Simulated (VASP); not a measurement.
# KCl (I4/mmm) in VASP: single point with HSE06

Aim: the single point of KCl with HSE06.

Program: VASP 6.6.1. These are calculated values, not measurements. Logs are shortened: lines on timing, memory, paths and dates and some standing lists are left out, and cuts for length are marked.

**1. The cell of the first run**

Symmetry: I4/mmm, No. 139, tetragonal system. The conventional cell has a = 4.447 Å, b = 4.447 Å, c = 6.091 Å, α = 90.00°, β = 90.00°, γ = 90.00°. K (site symmetry 4/mmm) has 6 Cl at 3.05 to 3.14 Å within 4.0 Å. Cl (site symmetry 4/mmm) has 6 K at 3.05 to 3.14 Å within 4.0 Å.

**2. Single point, HSE06 (uniaxial x strain -3.2%)**

Contents of POSCAR:

```
KCl
1.0
    0.0000000000      3.1448482400      3.1448482400
    3.0454710356      0.0000000000      3.1448482400
    3.0454710356      3.1448482400      0.0000000000
K Cl
1 1
Direct
    0.0000000000      0.0000000000      0.0000000000
    0.5000000000      0.5000000000      0.5000000000
```

Contents of INCAR.step1:

```
SYSTEM = KCl
PREC     = Accurate       ! precision mode
ENCUT    = 520            ! plane-wave cutoff, eV
EDIFF    = 1E-5           ! SCF threshold, eV
ISMEAR   = 0              ! smearing method
SIGMA    = 0.01           ! smearing width, eV
LREAL    = .False.        ! projectors in reciprocal space
LASPH    = .True.         ! aspherical terms in the spheres
NELM     = 100            ! most SCF steps
ALGO     = Normal         ! electronic algorithm
ISIF     = 2              ! what is computed and relaxed
LWAVE    = .True.         ! write WAVECAR
LCHARG   = .False.        ! write CHGCAR
NBANDS   = 15             ! bands
GGA      = PE             ! functional
KPAR     = 4
```

Contents of INCAR.step2:

```
SYSTEM = KCl
PREC     = Accurate       ! precision mode
ENCUT    = 520            ! plane-wave cutoff, eV
EDIFF    = 1E-6           ! SCF threshold, eV
ISMEAR   = 0              ! smearing method
SIGMA    = 0.01           ! smearing width, eV
LREAL    = .False.        ! projectors in reciprocal space
LASPH    = .True.         ! aspherical terms in the spheres
NELM     = 100            ! most SCF steps
ALGO     = Normal         ! electronic algorithm
ISIF     = 2              ! what is computed and relaxed
LWAVE    = .False.        ! write WAVECAR
LCHARG   = .False.        ! write CHGCAR
GGA      = PE             ! functional
LHFCALC  = .True.         ! exact exchange
HFSCREEN = 0.2079         ! screening, 1/A
PRECFOCK = Normal       
NBANDS   = 15             ! bands
ISTART   = 1            
KPAR     = 4
```

Contents of KPOINTS:

```
Automatic mesh
0
Gamma
  6 6 6
  0 0 0
```

Potentials or basis: VASP PAW PBE potentials, release 64 (K_sv, Cl).

The run is started by

```bash
> cat potpaw_PBE.64/K_sv/POTCAR potpaw_PBE.64/Cl/POTCAR > POTCAR
> cp INCAR.step1 INCAR
> mpirun -np 4 vasp_std > vasp.out
> cp INCAR.step2 INCAR
> mpirun -np 4 vasp_std > vasp.out
```

OUTCAR:

```text
SYSTEM = KCl
   PREC = Accurate
   ENCUT = 520
   EDIFF = 1E-6
   ISMEAR = 0
   LREAL = .False.
   LASPH = .True.
   NELM = 100
   ISIF = 2
   GGA = PE
   LHFCALC = .True.
   HFSCREEN = 0.2079
   PRECFOCK = Normal
   ISTART = 1

 ion  position               nearest neighbor table
   1  0.000  0.000  0.000-   2 3.05   2 3.05   2 3.14   2 3.14   2 3.14   2 3.14
   2  0.500  0.500  0.500-   1 3.05   1 3.05   1 3.14   1 3.14   1 3.14   1 3.14

  LATTYP: Found a body centered tetragonal cell.
 ALAT       =     4.4474870326
 C/A-ratio  =     1.3695244138

  Lattice vectors:

 A1 = (  -3.0454710356,   0.0000000000,  -3.1448482400)
 A2 = (  -3.0454710356,   0.0000000000,   3.1448482400)
 A3 = (   3.0454710356,   3.1448482400,   0.0000000000)

Analysis of symmetry for initial positions (statically):
=====================================================================
 Subroutine PRICEL returns:
 Original cell was already a primitive cell.

 Routine SETGRP: Setting up the symmetry group for a
 body centered tetragonal supercell.

 Subroutine GETGRP returns: Found 16 space group operations
 (whereof 16 operations were pure point group operations)
 out of a pool of 16 trial point group operations.

The static configuration has the point symmetry D_4h.

Analysis of symmetry for dynamics (positions and initial velocities):
=====================================================================
 Subroutine PRICEL returns:
 Original cell was already a primitive cell.

 Routine SETGRP: Setting up the symmetry group for a
 body centered tetragonal supercell.

 Subroutine GETGRP returns: Found 16 space group operations
 (whereof 16 operations were pure point group operations)
 out of a pool of 16 trial point group operations.

The dynamic configuration has the point symmetry D_4h.

 Subroutine INISYM returns: Found 16 space group operations
 (whereof 16 operations are pure point group operations),
 and found     1 'primitive' translations

----------------------------------------------------------------------------------------

                                     Primitive cell

  volume of cell :      60.2398

  direct lattice vectors                    reciprocal lattice vectors
     0.000000000  3.144848240  3.144848240    -0.164178216  0.158990184  0.158990184
     3.045471036  0.000000000  3.144848240     0.164178216 -0.158990184  0.158990184
     3.045471036  3.144848240  0.000000000     0.164178216  0.158990184 -0.158990184

  length of vectors
     4.447487033  4.377780748  4.377780748     0.278406616  0.278406616  0.278406616

  position of ions in fractional coordinates (direct lattice)
     0.000000000  0.000000000  0.000000000
     0.500000000  0.500000000  0.500000000

  ion indices of the primitive-cell ions
   primitive index   ion index
                 1           1
                 2           2

----------------------------------------------------------------------------------------

 KPOINTS: Automatic mesh

Automatic generation of k-mesh.
 Grid dimensions read from file:
 generate k-points for:    6    6    6

 Generating k-lattice:

  Cartesian coordinates                     Fractional coordinates (reciprocal lattice)
    -0.027363036  0.026498364  0.026498364     0.166666667  0.000000000  0.000000000
     0.027363036 -0.026498364  0.026498364     0.000000000  0.166666667  0.000000000
     0.027363036  0.026498364 -0.026498364     0.000000000  0.000000000  0.166666667

  Length of vectors
     0.046401103  0.046401103  0.046401103

  Shift w.r.t. Gamma in fractional coordinates (k-lattice)
     0.000000000  0.000000000  0.000000000

 Subroutine IBZKPT returns following result:
 ===========================================

 Found     30 irreducible k-points:

 Following reciprocal coordinates:
            Coordinates               Weight
  0.000000  0.000000  0.000000      1.000000
  0.166667  0.000000  0.000000      8.000000
  0.333333  0.000000  0.000000      8.000000
  0.500000  0.000000  0.000000      4.000000
  0.166667  0.166667  0.000000      4.000000
  0.333333  0.166667  0.000000     16.000000
[... 16 lines left out ...]
 -0.333333  0.500000  0.166667      4.000000
  0.333333 -0.333333  0.166667      8.000000
 [... further k-points ...]
   k-points           NKPTS =     30   k-points in BZ     NKDIM =    216   number of bands    NBANDS=     15
   number of dos      NEDOS =    301   number of ions     NIONS =      2
   total plane-waves  NPLWV =  46656
   dimension x,y,z NGX =    36 NGY =   36 NGZ =   36
   dimension x,y,z NGXF=    72 NGYF=   72 NGZF=   72
   ions per type =               1   1
   NGX,Y,Z   is equivalent  to a cutoff of  13.46, 13.67, 13.67 a.u.
   NGXF,Y,Z  is equivalent  to a cutoff of  26.91, 27.34, 27.34 a.u.
 SYSTEM =  KCl
   PREC   = accura    normal or accurate (medium, high low for compatibility)
   ISTART =      1    job   : 0-new  1-cont  2-samecut
   ICHARG =      0    charge: 1-file 2-atom 10-const
   ISPIN  =      1    spin polarized calculation?
   LNONCOLLINEAR =      F non collinear calculations
   LSORBIT =      F    spin-orbit coupling
   LASPH  =      T    aspherical Exc in radial PAW
   ENCUT  =  520.0 eV  38.22 Ry    6.18 a.u.   8.27  8.14  8.14*2*pi/ulx,y,z
   NELM   =    100;   NELMIN=  2; NELMDL=  0     # of ELM steps
   EDIFF  = 0.1E-05   stopping-criterion for ELM
   LREAL  =      F    real-space projection
   EDIFFG = 0.1E-04   stopping-criterion for IOM
   NSW    =      0    number of steps for IOM
   IBRION =     -1    ionic relax: 0-MD 1-quasi-New 2-CG
   NFREE  =      0    steps in history (QN), initial steepest desc. (CG)
   ISIF   =      2    stress and relaxation
   ISYM   =      3    0-nonsym 1-usesym 2-fastsym
   POTIM  = 0.5000    time-step for ionic-motion
   TEBEG  =    0.0;   TEEND  =   0.0 temperature during run
   PSTRESS=    0.0 pullay stress
   NELECT =      16.0000    total number of electrons
   NUPDOWN=      -1.0000    fix difference up-down
   EMIN   =  10.00;   EMAX   =-10.00  energy-range for DOS
   EFERMI =   0.00;   METHOD = LEGACY
   ISMEAR =     0;   SIGMA  =   0.01  broadening in eV -4-tet -1-fermi 0-gaus
   EFERMI_NEDOS =   21; number of points for ismear=-14 and -15
   IALGO  =     38    algorithm
   IMIX   =      1    mixing-type and parameters
     AMIX     =   0.40;   BMIX     =  1.00
     AMIX_MAG =   1.60;   BMIX_MAG =  1.00
  volume/ion in A,a.u.               =      30.12       203.26
  Fermi-wavevector in a.u.,A,eV,Ry     =   1.052334  1.988623 15.067181  1.107407
  Thomas-Fermi vector in A             =   2.187412
   LORBIT       =      0    0 simple, 1 ext, 2 COOP (PROOUT), +10 PAW based schemes
   GGA     = PE    functional components
   LHFCALC =     T    Hartree Fock is set to
   PRECFOCK=normal    Normal, Fast or Accurate (Low or Medium for compatibility)
   ENCUT4O =  -1.0   cutoff for four orbital integrals eV
   NKREDX  =     1    reduce k-point grid by
   NKREDY  =     1    reduce k-point grid by
   NKREDZ  =     1    reduce k-point grid by
   AEXX    =    0.2500 exact exchange contribution
   HFSCREEN=    0.2079 screening length (either q_TF or 0.3 A-1)
   HFSCREENC=   0.2079 screening length for correlation (either q_TF or 0.3 A-1)
   ENCUTFOCK=  -1.0 apply spherical cutoff to Coloumb kernel
   IVDW    =     0    specifies the selected vdW correction
   LEPSILON=     F    determine dielectric tensor
   LRPA    =     F    only Hartree local field effects (RPA)
 non-spin polarized calculation
 Gauss-broadening in eV      SIGMA  =   0.01
  energy-cutoff  :      520.00
  volume of cell :       60.24
 maximum number of plane-waves:      1643
 NGX is ok and might be reduce to    36
  NGX = 28; NGY = 28; NGZ = 28

 number of electron      16.0000002 magnetization

 Free energy of the ion-electron system (eV)
  ---------------------------------------------------
  ext. energy  EPLUGINS =         0.00000000
  ---------------------------------------------------
  free energy    TOTEN  =        -7.84806459 eV

  energy without entropy =       -7.84806459  energy(sigma->0) =       -7.84806459

 E-fermi :  -2.6381     XC(G=0):  -6.4184

 val. band max:       -2.6781308162   @ k =   0.0000   0.0000   0.0000
 cond. band min:       3.9213879323   @ k =   0.0000   0.0000   0.0000
 fundamental gap:      6.5995187485
 Fermi energy:        -2.6381164115

 k-point     1 :       0.0000    0.0000    0.0000
  band No.  band energies     occupation
      1     -31.8726      2.00000
      2     -16.0026      2.00000
      3     -13.9870      2.00000
      4     -13.9804      2.00000
      5     -13.9804      2.00000
      6      -2.7039      2.00000
      7      -2.7039      2.00000
      8      -2.6781      2.00000
      9       3.9214      0.00000
     10       7.1732      0.00000
     11       7.1732      0.00000
     12       7.3878      0.00000
     13       8.1773      0.00000
     14       8.3660      0.00000
     15      11.6901      0.00000

 k-point     2 :       0.1667    0.0000    0.0000
  band No.  band energies     occupation
      1     -31.8693      2.00000
      2     -16.0499      2.00000
      3     -13.9846      2.00000
      4     -13.9838      2.00000
      5     -13.9163      2.00000
      6      -3.0333      2.00000
      7      -2.7978      2.00000
      8      -2.7858      2.00000
      9       4.5859      0.00000
     10       7.0224      0.00000
     11       7.5599      0.00000
     12       7.6918      0.00000
     13       8.5816      0.00000
     14       8.7912      0.00000
     15      12.8089      0.00000
[... 365 lines left out ...]
      3     -14.1231      2.00000
      4     -14.0818      2.00000
      5     -13.9375      2.00000
      6      -3.3451      2.00000
      7      -3.1434      2.00000
      8      -3.0639      2.00000
      9       5.9747      0.00000
     10       7.7049      0.00000
     11       8.1143      0.00000
     12       9.3571      0.00000
     13      10.0507      0.00000
     14      11.1797      0.00000
     15      11.5631      0.00000

 k-point    24 :       0.3333   -0.3333    0.1667
  band No.  band energies     occupation
      1     -31.8568      2.00000
      2     -16.0539      2.00000
      3     -14.0670      2.00000
      4     -14.0512      2.00000
      5     -13.8297      2.00000
      6      -3.5043      2.00000
      7      -3.1865      2.00000
      8      -3.1094      2.00000
      9       6.7824      0.00000
     10       7.0743      0.00000
     11       8.6733      0.00000
     12       9.1203      0.00000
     13      10.4307      0.00000
     14      11.2581      0.00000
     15      11.4752      0.00000

 [... further k-points ...]

------------------------ aborting loop because EDIFF is reached ----------------------------------------

  FORCE on cell =-STRESS in cart. coord.  units (eV):
  Direction    XX          YY          ZZ          XY          YZ          ZX
  --------------------------------------------------------------------------------------
  -------------------------------------------------------------------------------------
  Total        0.8670119      0.2818284      0.2818284      0.0000000      0.0000000      0.0000000
  in kB       23.0596004      7.4956873      7.4956873      0.0000000      0.0000000      0.0000000
  external PRESSURE =      12.6836583 kB  Pullay stress =       0.0000000 kB

 VOLUME and BASIS-vectors are now :
 -----------------------------------------------------------------------------
  energy-cutoff  :      520.00
  volume of cell :       60.24
      direct lattice vectors                 reciprocal lattice vectors
     0.000000000  3.144848240  3.144848240    -0.164178216  0.158990184  0.158990184
     3.045471036  0.000000000  3.144848240     0.164178216 -0.158990184  0.158990184
     3.045471036  3.144848240  0.000000000     0.164178216  0.158990184 -0.158990184

 POSITION                                       TOTAL-FORCE (eV/Angst)
 -----------------------------------------------------------------------------------
      0.00000      0.00000      0.00000         0.000000     -0.000000      0.000000
      3.04547      3.14485      3.14485        -0.000000      0.000000      0.000000
 -----------------------------------------------------------------------------------
    total drift:                               -0.000000     -0.000000     -0.000000

  FREE ENERGIE OF THE ION-ELECTRON SYSTEM (eV)
  ---------------------------------------------------
  free  energy   TOTEN  =        -7.8480645869 eV

  energy  without entropy=       -7.8480645869  energy(sigma->0) =       -7.84806459
```

Run time: 19 min. Hardware: 4 MPI ranks of AMD EPYC 7R13 (Zen 3), shared host; peak memory 0.32 GiB.

What came out:

* Free energy: -7.8481 eV
* Pressure: 1.3 GPa
* Band gap on the k mesh: 6.60 eV

Caveat: the cell differs from its parent crystal (uniaxial x strain -3.2%); the PAW data sets were made with another functional, which shifts forces and pressure a little.
